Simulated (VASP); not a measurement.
# CdTe (F-43m) in VASP: further runs

Runs on CdTe. Level: PBE. Tasks: single point.

Everything below comes from runs of VASP 6.6.1. Logs are shortened: lines on timing, memory, paths and dates and some standing lists are left out, and cuts for length are marked.

### 1 The cell of the first run

The structure is cubic, space group F-43m (No. 216). The conventional cell has a = 6.410 Å, b = 6.410 Å, c = 6.410 Å, α = 90.00°, β = 90.00°, γ = 90.00°. Te (site symmetry -43m) has 4 Cd at 2.78 Å within 3.7 Å. Cd (site symmetry -43m) has 4 Te at 2.78 Å within 3.7 Å.

### 2 Single point, PBE

INCAR

```
SYSTEM = CdTe
PREC     = Accurate       ! precision mode
ENCUT    = 520            ! plane-wave cutoff, eV
EDIFF    = 1E-7           ! SCF threshold, eV
ISMEAR   = 0              ! smearing method
SIGMA    = 0.016          ! smearing width, eV
LREAL    = .FALSE.        ! projectors in reciprocal space
LASPH    = .TRUE.         ! aspherical terms in the spheres
NELM     = 60             ! most SCF steps
ALGO     = Normal         ! electronic algorithm
ISIF     = 2              ! what is computed and relaxed
LWAVE    = .FALSE.        ! write WAVECAR
LCHARG   = .FALSE.        ! write CHGCAR
GGA      = PE             ! functional
NBANDS   = 16             ! bands
```

KPOINTS

```
regular mesh
0
G
  7 7 7
  0 0 0
```

POSCAR

```
CdTe
1.0
    0.0000000000      3.2050000000      3.2050000000
    3.2050000000      0.0000000000      3.2050000000
    3.2050000000      3.2050000000      0.0000000000
Te Cd
1 1
Direct
    0.7500000000      0.7500000000      0.7500000000
    0.0000000000      0.0000000000      0.0000000000
```

Potentials or basis: VASP PAW PBE potentials, release 64 (Te, Cd).

The run is started by

```
$ cat potpaw_PBE.64/Te/POTCAR potpaw_PBE.64/Cd/POTCAR > POTCAR
$ mpirun -np 1 vasp_std > vasp.out
```

OUTCAR:

```text
SYSTEM = CdTe
   PREC = Accurate
   ENCUT = 520
   EDIFF = 1E-7
   ISMEAR = 0
   LREAL = .FALSE.
   LASPH = .TRUE.
   NELM = 60
   ISIF = 2
   GGA = PE

 ion  position               nearest neighbor table
   1  0.750  0.750  0.750-   2 2.78   2 2.78   2 2.78   2 2.78
   2  0.000  0.000  0.000-   1 2.78   1 2.78   1 2.78   1 2.78

  LATTYP: Found a face centered cubic cell.
 ALAT       =     6.4100000000

  Lattice vectors:

 A1 = (   0.0000000000,   3.2050000000,   3.2050000000)
 A2 = (   3.2050000000,   0.0000000000,   3.2050000000)
 A3 = (   3.2050000000,   3.2050000000,   0.0000000000)

Analysis of symmetry for initial positions (statically):
=====================================================================
 Subroutine PRICEL returns:
 Original cell was already a primitive cell.

 Routine SETGRP: Setting up the symmetry group for a
 face centered cubic supercell.

 Subroutine GETGRP returns: Found 24 space group operations
 (whereof 24 operations were pure point group operations)
 out of a pool of 48 trial point group operations.

The static configuration has the point symmetry T_d .

Analysis of symmetry for dynamics (positions and initial velocities):
=====================================================================
 Subroutine PRICEL returns:
 Original cell was already a primitive cell.

 Routine SETGRP: Setting up the symmetry group for a
 face centered cubic supercell.

 Subroutine GETGRP returns: Found 24 space group operations
 (whereof 24 operations were pure point group operations)
 out of a pool of 48 trial point group operations.

The dynamic configuration has the point symmetry T_d .

 Subroutine INISYM returns: Found 24 space group operations
 (whereof 24 operations are pure point group operations),
 and found     1 'primitive' translations

----------------------------------------------------------------------------------------

                                     Primitive cell

  volume of cell :      65.8437

  direct lattice vectors                    reciprocal lattice vectors
     0.000000000  3.205000000  3.205000000    -0.156006240  0.156006240  0.156006240
     3.205000000  0.000000000  3.205000000     0.156006240 -0.156006240  0.156006240
     3.205000000  3.205000000  0.000000000     0.156006240  0.156006240 -0.156006240

  length of vectors
     4.532554467  4.532554467  4.532554467     0.270210734  0.270210734  0.270210734

  position of ions in fractional coordinates (direct lattice)
     0.750000000  0.750000000  0.750000000
     0.000000000  0.000000000  0.000000000

  ion indices of the primitive-cell ions
   primitive index   ion index
                 1           1
                 2           2

----------------------------------------------------------------------------------------

 KPOINTS: regular mesh

Automatic generation of k-mesh.
 Grid dimensions read from file:
 generate k-points for:    7    7    7

 Generating k-lattice:

  Cartesian coordinates                     Fractional coordinates (reciprocal lattice)
    -0.022286606  0.022286606  0.022286606     0.142857143  0.000000000  0.000000000
     0.022286606 -0.022286606  0.022286606     0.000000000  0.142857143  0.000000000
     0.022286606  0.022286606 -0.022286606     0.000000000  0.000000000  0.142857143

  Length of vectors
     0.038601533  0.038601533  0.038601533

  Shift w.r.t. Gamma in fractional coordinates (k-lattice)
     0.000000000  0.000000000  0.000000000

 Subroutine IBZKPT returns following result:
 ===========================================

 Found     20 irreducible k-points:

 Following reciprocal coordinates:
            Coordinates               Weight
  0.000000  0.000000  0.000000      1.000000
  0.142857  0.000000  0.000000      8.000000
  0.285714  0.000000  0.000000      8.000000
  0.428571  0.000000  0.000000      8.000000
  0.142857  0.142857  0.000000      6.000000
  0.285714  0.142857  0.000000     24.000000
[... 12 lines left out ...]
 -0.428571  0.428571  0.142857     24.000000
 -0.285714  0.428571  0.142857     24.000000
   k-points           NKPTS =     20   k-points in BZ     NKDIM =     20   number of bands    NBANDS=     16
   number of dos      NEDOS =    301   number of ions     NIONS =      2
   total plane-waves  NPLWV =  46656
   dimension x,y,z NGX =    36 NGY =   36 NGZ =   36
   dimension x,y,z NGXF=    72 NGYF=   72 NGZF=   72
   ions per type =               1   1
   NGX,Y,Z   is equivalent  to a cutoff of  13.20, 13.20, 13.20 a.u.
   NGXF,Y,Z  is equivalent  to a cutoff of  26.41, 26.41, 26.41 a.u.
 SYSTEM =  CdTe
   PREC   = accura    normal or accurate (medium, high low for compatibility)
   ISTART =      0    job   : 0-new  1-cont  2-samecut
   ICHARG =      2    charge: 1-file 2-atom 10-const
   ISPIN  =      1    spin polarized calculation?
   LNONCOLLINEAR =      F non collinear calculations
   LSORBIT =      F    spin-orbit coupling
   LASPH  =      T    aspherical Exc in radial PAW
   ENCUT  =  520.0 eV  38.22 Ry    6.18 a.u.   8.43  8.43  8.43*2*pi/ulx,y,z
   NELM   =     60;   NELMIN=  2; NELMDL= -5     # of ELM steps
   EDIFF  = 0.1E-06   stopping-criterion for ELM
   LREAL  =      F    real-space projection
   EDIFFG = 0.1E-05   stopping-criterion for IOM
   NSW    =      0    number of steps for IOM
   IBRION =     -1    ionic relax: 0-MD 1-quasi-New 2-CG
   NFREE  =      0    steps in history (QN), initial steepest desc. (CG)
   ISIF   =      2    stress and relaxation
   ISYM   =      2    0-nonsym 1-usesym 2-fastsym
   POTIM  = 0.5000    time-step for ionic-motion
   TEBEG  =    0.0;   TEEND  =   0.0 temperature during run
   PSTRESS=    0.0 pullay stress
   NELECT =      18.0000    total number of electrons
   NUPDOWN=      -1.0000    fix difference up-down
   EMIN   =  10.00;   EMAX   =-10.00  energy-range for DOS
   EFERMI =   0.00;   METHOD = LEGACY
   ISMEAR =     0;   SIGMA  =   0.02  broadening in eV -4-tet -1-fermi 0-gaus
   EFERMI_NEDOS =   21; number of points for ismear=-14 and -15
   IALGO  =     38    algorithm
   IMIX   =      4    mixing-type and parameters
     AMIX     =   0.40;   BMIX     =  1.00
     AMIX_MAG =   1.60;   BMIX_MAG =  1.00
  volume/ion in A,a.u.               =      32.92       222.17
  Fermi-wavevector in a.u.,A,eV,Ry     =   1.062497  2.007828 15.359610  1.128899
  Thomas-Fermi vector in A             =   2.197950
   LORBIT       =      0    0 simple, 1 ext, 2 COOP (PROOUT), +10 PAW based schemes
   GGA     = PE    functional components
   LHFCALC =     F    Hartree Fock is set to
   AEXX    =    0.0000 exact exchange contribution
   IVDW    =     0    specifies the selected vdW correction
   LEPSILON=     F    determine dielectric tensor
   LRPA    =     F    only Hartree local field effects (RPA)
 non-spin polarized calculation
 Gauss-broadening in eV      SIGMA  =   0.02
  energy-cutoff  :      520.00
  volume of cell :       65.84
 maximum number of plane-waves:      1807
 NGX is ok and might be reduce to    36
   NGX = 17   NGY = 17   NGZ = 17

 number of electron      17.9999995 magnetization

 Free energy of the ion-electron system (eV)
  ---------------------------------------------------
  ext. energy  EPLUGINS =         0.00000000
  ---------------------------------------------------
  free energy    TOTEN  =        -4.72525183 eV

  energy without entropy =       -4.72525183  energy(sigma->0) =       -4.72525183

 E-fermi :   2.7560     XC(G=0):  -8.7314

 val. band max:        2.6555532479   @ k =   0.0000   0.0000   0.0000
 cond. band min:       3.5285782514   @ k =   0.0000   0.0000   0.0000
 fundamental gap:      0.8730250036
 Fermi energy:         2.7559621368

 k-point     1 :       0.0000    0.0000    0.0000
  band No.  band energies     occupation
      1      -8.7128      2.00000
      2      -5.7524      2.00000
      3      -5.7524      2.00000
      4      -5.7524      2.00000
      5      -5.4666      2.00000
      6      -5.4666      2.00000
[... 8 lines left out ...]
     15      12.0698      0.00000
     16      12.0698      0.00000

 k-point     2 :       0.1429    0.0000    0.0000
  band No.  band energies     occupation
      1      -8.6320      2.00000
      2      -5.7368      2.00000
      3      -5.7368      2.00000
      4      -5.6900      2.00000
      5      -5.4678      2.00000
      6      -5.4678      2.00000
[... 8 lines left out ...]
     15      11.2371      0.00000
     16      11.2371      0.00000

 k-point     3 :       0.2857    0.0000    0.0000
  band No.  band energies     occupation
      1      -8.4496      2.00000
      2      -5.7055      2.00000
      3      -5.7055      2.00000
      4      -5.4733      2.00000
      5      -5.4660      2.00000
      6      -5.4660      2.00000
[... 8 lines left out ...]
     15      11.2607      0.00000
     16      11.2607      0.00000

 k-point     4 :       0.4286    0.0000    0.0000
  band No.  band energies     occupation
      1      -8.3056      2.00000
      2      -5.6855      2.00000
      3      -5.6855      2.00000
      4      -5.4584      2.00000
      5      -5.4584      2.00000
      6      -5.1543      2.00000
[... 8 lines left out ...]
     15      12.5170      0.00000
     16      12.5170      0.00000
[... 248 lines left out ...]
 k-point    18 :      -0.4286    0.2857    0.1429
  band No.  band energies     occupation
      1      -8.2211      2.00000
      2      -5.6497      2.00000
      3      -5.6364      2.00000
      4      -5.4950      2.00000
      5      -5.4591      2.00000
      6      -5.0094      2.00000
[... 8 lines left out ...]
     15      12.7145      0.00000
     16      13.6164      0.00000

 k-point    19 :      -0.4286    0.4286    0.1429
  band No.  band energies     occupation
      1      -8.1770      2.00000
      2      -5.6129      2.00000
      3      -5.6094      2.00000
      4      -5.5289      2.00000
      5      -5.4477      2.00000
      6      -4.9434      2.00000
[... 8 lines left out ...]
     15      13.5004      0.00000
     16      14.3072      0.00000

 k-point    20 :      -0.2857    0.4286    0.1429
  band No.  band energies     occupation
      1      -8.1667      2.00000
      2      -5.6271      2.00000
      3      -5.6109      2.00000
      4      -5.5016      2.00000
      5      -5.4635      2.00000
      6      -4.8687      2.00000
[... 8 lines left out ...]
     15      12.9035      0.00000
     16      14.8141      0.00000

------------------------ aborting loop because EDIFF is reached ----------------------------------------

  FORCE on cell =-STRESS in cart. coord.  units (eV):
  Direction    XX          YY          ZZ          XY          YZ          ZX
  --------------------------------------------------------------------------------------
  -------------------------------------------------------------------------------------
  Total        1.8072046      1.8072046      1.8072046      0.0000000      0.0000000     -0.0000000
  in kB       43.9747930     43.9747930     43.9747930      0.0000000      0.0000000     -0.0000000
  external PRESSURE =      43.9747930 kB  Pullay stress =       0.0000000 kB

 VOLUME and BASIS-vectors are now :
 -----------------------------------------------------------------------------
  energy-cutoff  :      520.00
  volume of cell :       65.84
      direct lattice vectors                 reciprocal lattice vectors
     0.000000000  3.205000000  3.205000000    -0.156006240  0.156006240  0.156006240
     3.205000000  0.000000000  3.205000000     0.156006240 -0.156006240  0.156006240
     3.205000000  3.205000000  0.000000000     0.156006240  0.156006240 -0.156006240

 POSITION                                       TOTAL-FORCE (eV/Angst)
 -----------------------------------------------------------------------------------
      4.80750      4.80750      4.80750         0.000000     -0.000000     -0.000000
      0.00000      0.00000      0.00000        -0.000000      0.000000      0.000000
 -----------------------------------------------------------------------------------
    total drift:                                0.000000      0.000000      0.000000

  FREE ENERGIE OF THE ION-ELECTRON SYSTEM (eV)
  ---------------------------------------------------
  free  energy   TOTEN  =        -4.7252518305 eV

  energy  without entropy=       -4.7252518305  energy(sigma->0) =       -4.72525183
```

Wall time 24 s (1 thread of Intel Xeon Platinum 8488C (Sapphire Rapids), shared host); peak memory 0.21 GiB.

Results:

```
Free energy            : -4.7253 eV
Pressure               : 4.4 GPa
Band gap on the k mesh : 0.87 eV, direct
```

Levels at points of the mesh, in eV from the valence-band top:
```tsv
k point	band 5	band 6	band 7	band 8	band 9	band 10	band 11	band 12	band 13	band 14
(0.00, 0.00, 0.00)	-8.12	-8.12	0.00	0.00	0.00	0.87	4.58	4.58	4.58	7.51
```

Caveat: spin-orbit coupling is left out, which moves the levels of the heavy elements.

### 3 Single point, PBE

INCAR

```
PREC = Accurate
ENCUT = 520
EDIFF = 1E-6
ISMEAR = 0
SIGMA = 0.020999999999999998
LREAL = F
LASPH = T
NELM = 100
ALGO = Normal
ISIF = 2
LWAVE = F
LCHARG = F
GGA = PE
NBANDS = 16
```

KPOINTS

```
Automatic mesh
0
Gamma
  7 7 7
```

POSCAR is that of step 2.

Potentials or basis: VASP PAW PBE potentials, release 64 (Te, Cd).

The run is started by

```
$ cat potpaw_PBE.64/Te/POTCAR potpaw_PBE.64/Cd/POTCAR > POTCAR
$ mpirun -np 1 vasp_std > vasp.out
```

It took 21 s on 1 thread of Intel Xeon Platinum 8488C (Sapphire Rapids), shared host; peak memory 0.21 GiB.

Results (log left out):

- Free energy: -4.7253 eV
- Pressure: 4.4 GPa
- Band gap on the k mesh: 0.87 eV, direct

Levels at points of the mesh, in eV from the valence-band top:
| k point | band 7 | band 8 | band 9 | band 10 | band 11 | band 12 |
| --- | --- | --- | --- | --- | --- | --- |
| (0.00, 0.00, 0.00) | 0.00 | 0.00 | 0.00 | 0.87 | 4.58 | 4.58 |

Caveat: spin-orbit coupling is left out, which moves the levels of the heavy elements.
